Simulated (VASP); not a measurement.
Se: relaxation of cell and atoms with LDA

Crystal: Se.

```xyz
3
Lattice="4.3662 0.0000 0.0000 -2.1831 3.7812 0.0000 0.0000 0.0000 4.9536" Properties=species:S:1:pos:R:3 pbc="T T T"
Se    0.9841    0.0000    1.6512
Se   -0.4921    0.8523    3.3024
Se    1.6910    2.9289    0.0000
```

```
Program                : VASP 6.6.1
Task                   : relaxation of cell and atoms
Functional             : LDA
Potentials or basis    : VASP PAW LDA potentials, release 64 (Se)
Cutoff                 : 600 eV
k mesh                 : 5 × 5 × 4
Occupations            : fermi-dirac, width 0.05 eV
Spin                   : no spin polarisation
Dipole correction      : no
Further INCAR settings : ALGO = Normal; EDIFF = 1e-07; IBRION = 2; EDIFFG = -0.01; NSW = 80; ISIF = 3
```

The relaxed volume is 23.11 Å³/atom, the relaxed cell is a = 3.952 Å, b = 3.952 Å, c = 5.125 Å, α = 90.00°, β = 90.00°, γ = 120.00° and the space group after relaxing (to 0.1 Å) is P3_121 (No. 152). The energy gained by relaxing is 50.8 meV/atom. The ionic steps are 16 and the pressure after relaxing is 0.0 GPa. The band gap on the k mesh is 0.75 eV (least direct gap 0.91 eV).

Step by step:
```csv
step,energy change (eV),largest force (eV/Å),pressure (GPa),volume (Å³)
1,0.0000,0.2656,-1.06,81.78
2,-0.0286,0.3206,-0.58,79.66
3,-0.0850,0.5016,1.59,73.47
4,0.0813,0.8332,11.05,61.88
5,-0.0796,0.6336,2.75,71.86
6,-0.0889,0.5816,2.61,71.57
7,-0.1121,0.4395,2.22,70.70
8,-0.1393,0.2062,1.73,68.95
9,-0.1233,0.1096,1.92,65.44
10,-0.1438,0.0888,1.68,67.71
11,-0.1485,0.0522,1.03,68.40
12,-0.1514,0.0145,-0.06,69.66
13,-0.1514,0.0081,0.04,69.54
14,-0.1515,0.0073,0.04,69.52
15,-0.1519,0.0050,0.02,69.46
16,-0.1523,0.0004,0.00,69.33
```

Final structure:
```yaml
crystal:
  lattice:
    - [3.95236, 0.00000, 0.00000]
    - [-1.97618, 3.42284, 0.00000]
    - [0.00000, 0.00000, 5.12488]
  atoms:
    - { symbol: Se, position: [0.25535, 0.00000, 0.33333] }
    - { symbol: Se, position: [0.00000, 0.25535, 0.66667] }
    - { symbol: Se, position: [0.74465, 0.74465, 0.00000] }
```

Levels at points of the mesh, in eV from the valence-band top:
| k point | band 5 | band 6 | band 7 | band 8 | band 9 | band 10 | band 11 | band 12 | band 13 |
| --- | --- | --- | --- | --- | --- | --- | --- | --- | --- |
| (0.00, 0.00, 0.00) | -3.41 | -3.41 | -1.95 | -1.95 | -0.68 | 1.34 | 1.34 | 2.01 | 6.20 |
| (0.00, 0.00, 0.50) | -3.15 | -3.15 | -1.49 | -1.32 | -1.32 | 0.75 | 0.75 | 0.76 | 5.28 |

It took 4.7 min on 1 thread of Intel Xeon 8259CL (shared host), peak memory 0.2 GiB.

Caveat: the volume moved by over 15 % at a fixed basis, so the end points are rough; an odd mesh through Γ misses points on the zone boundary, where band edges can lie. Zero-point motion and thermal expansion aren't in these numbers.
